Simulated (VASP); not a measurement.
Set up this calculation in VASP 6.6.1, as the native input.

* Task: single point
* Functional: PBE
* Potentials or basis: VASP PAW PBE potentials, release 64 (Si)
* Cutoff: 520 eV
* k mesh: 9 × 9 × 1
* Occupations: gaussian, width 0.05 eV
* Spin: no spin polarisation
* Dipole correction: yes
* Further INCAR settings: ALGO = Normal; EDIFF = 1e-07; NBANDS = 16

The structure of Si lies in POSCAR:

```
Si
1.0
    3.8675355481      0.0000000000      0.0000000000
   -1.9337677741      3.3493840347      0.0000000000
    0.0000000000      0.0000000000     19.4372968034
Si
4
Direct
    0.3333333333      0.6666666667      0.2057899326
    0.0000000000      0.0000000000      0.2464055283
    0.0000000000      0.0000000000      0.3748662348
    0.6666666667      0.3333333333      0.4083539436
```

One way to write it, as run:

INCAR

```
PREC = Accurate ; ENCUT = 520
EDIFF = 1E-7 ; ISMEAR = 0
SIGMA = 0.05 ; LREAL = False
LASPH = True ; NELM = 60
ALGO = Normal ; ISIF = 2
LWAVE = False ; LCHARG = True
LDIPOL = True ; IDIPOL = 3
DIPOL = 0.5 0.5 0.309 ; GGA = PE
LELF = True ; LVHAR = True
LVACPOTAV = True ; NBANDS = 16
```

KPOINTS

```
regular mesh
0
Gamma
  9 9 1
```

Potentials or basis: VASP PAW PBE potentials, release 64 (Si).

Run with:

```bash
$ cat potpaw_PBE.64/Si/POTCAR > POTCAR
$ mpirun -np 1 vasp_std > vasp.out
```

Results of the run:

```yaml
Largest_force: 0.624 eV/Å
Band_gap_on_the_k_mesh: 0.04 eV, direct
```

It took 2.2 min on 1 thread of Intel Xeon 6975P-C, with other jobs on the host, peak memory 0.35 GiB.
